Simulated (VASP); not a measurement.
**HC12: single point with PBE**

The system is HC12, a slab with vacuum.

```xyz
26
Lattice="5.0509 0.0000 0.0000 0.0000 5.0509 0.0000 0.0000 0.0000 22.3755" Properties=species:S:1:pos:R:3 pbc="T T T"
C     0.0000    1.2627    4.0000
C     0.0000    3.7882    4.0000
C     2.5255    1.2627    4.0000
C     2.5255    3.7882    4.0000
C     0.0000    0.0000    4.8929
C     0.0000    2.5255    4.8929
C     2.5255    0.0000    4.8929
C     2.5255    2.5255    4.8929
C     1.2627    0.0000    5.7858
C     1.2627    2.5255    5.7858
C     3.7882    0.0000    5.7858
C     3.7882    2.5255    5.7858
C     1.2627    1.2627    6.6590
C     1.2627    3.7882    6.6590
C     3.7882    1.2627    6.6590
C     3.7882    3.7882    6.6590
C     0.0000    1.2627    7.5962
C     0.0000    3.7882    7.5962
C     2.5255    1.2627    7.5962
C     2.5255    3.7882    7.5962
C     0.0000    0.0000    8.3755
C     0.0000    2.5255    8.3755
C     2.5255    0.0000    8.3755
C     2.5255    2.5255    8.3755
H     4.7259    1.8941   11.9755
H     5.3759    1.8941   11.9755
```

```yaml
Program: VASP 6.6.1
Task: single point
Functional: PBE
Potentials_or_basis: VASP PAW PBE potentials, release 64 (C, H)
Cutoff: 520 eV
k_mesh: 5 × 5 × 1
Occupations: gaussian, width 0.05 eV
Spin: no spin polarisation
Dipole_correction: yes
Further_INCAR_settings: LREAL = Auto; ALGO = Normal; EDIFF = 1e-06; NBANDS = 68
```

| Quantity | Value |
| --- | --- |
| Largest force | 4.882 eV/Å |
| Band gap on the k mesh | zero (bands 49 and 50 overlap by 0.07 eV) |

Forces in eV/Å, atoms in the order of the input:
```
C    0.000  0.000  2.224
C    0.000  0.000  2.225
C    0.000  0.000  2.222
C    0.000  0.000  2.222
C    0.000  0.000 -2.617
C    0.000  0.000 -2.617
C    0.000  0.000 -2.612
C    0.000  0.000 -2.612
C    0.002  0.000  0.362
C    0.003  0.000  0.362
C   -0.002  0.000  0.362
C   -0.003  0.000  0.362
C    0.007  0.000  0.007
C    0.006  0.000  0.008
C   -0.007  0.000  0.007
C   -0.006  0.000  0.008
C    0.000  0.000 -0.007
C    0.000  0.000 -0.011
C    0.000  0.001 -0.027
C    0.000 -0.001 -0.023
C    0.000 -0.001  0.037
C    0.000  0.002  0.028
C    0.000  0.001  0.043
C    0.000 -0.001  0.047
H   -4.882 -0.001 -0.001
H    4.882 -0.001 -0.001
```

Levels at points of the mesh, in eV from the Fermi level:
```
           k point  band 46  band 47  band 48  band 49  band 50  band 51  band 52  band 53
(0.00, 0.00, 0.00)    -1.17    -0.81    -0.19    -0.17    -0.02     0.24     0.41     0.95
```

Run time: 8.6 min on 1 thread of Intel(R) Xeon(R) 6975P-C (Granite Rapids), on a shared host, peak memory 0.65 GiB.
